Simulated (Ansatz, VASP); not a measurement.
## One calculation of Pb, two programs

```
CELL_PARAMETERS angstrom
3.52437 0.00000 0.00000
-1.76218 3.05219 0.00000
0.00000 0.00000 11.49524
ATOMIC_POSITIONS crystal
Pb 0.66667 0.33333 0.75000
Pb 0.00000 0.00000 0.50000
Pb 0.33333 0.66667 0.25000
Pb 0.00000 0.00000 0.00000
```

Alike in both runs: task single point; functional PBEsol; k mesh 9 × 9 × 3; occupations fermi-dirac, width 0.05 eV; no spin polarisation.

|  | VASP | Ansatz |
| --- | --- | --- |
| version | VASP 6.6.1 | Ansatz 0.2.0 |
| potentials or method | VASP PAW PBE potentials, release 64 (Pb_d), cutoff 520 eV | all-electron LAPW, scalar-relativistic |

VASP gave:

```
gap on the k mesh at the Fermi level (eV)                     : none
pressure (GPa)                                                : -1.6
traceless stress, the component that is largest in VASP (GPa) : 0.30
```

**Question.** Which values does Ansatz return?

**Answer.** gap on the k mesh at the Fermi level (eV): none; pressure (GPa): -1.5; traceless stress, the component that is largest in VASP (GPa): 0.31.

VASP's potentials were made for PBE, not for PBEsol. A gap of «none» marks a metal or a gap that the smearing closes. Ansatz ran all-electron here, and VASP with PAW potentials.

Spin-orbit coupling is off throughout.
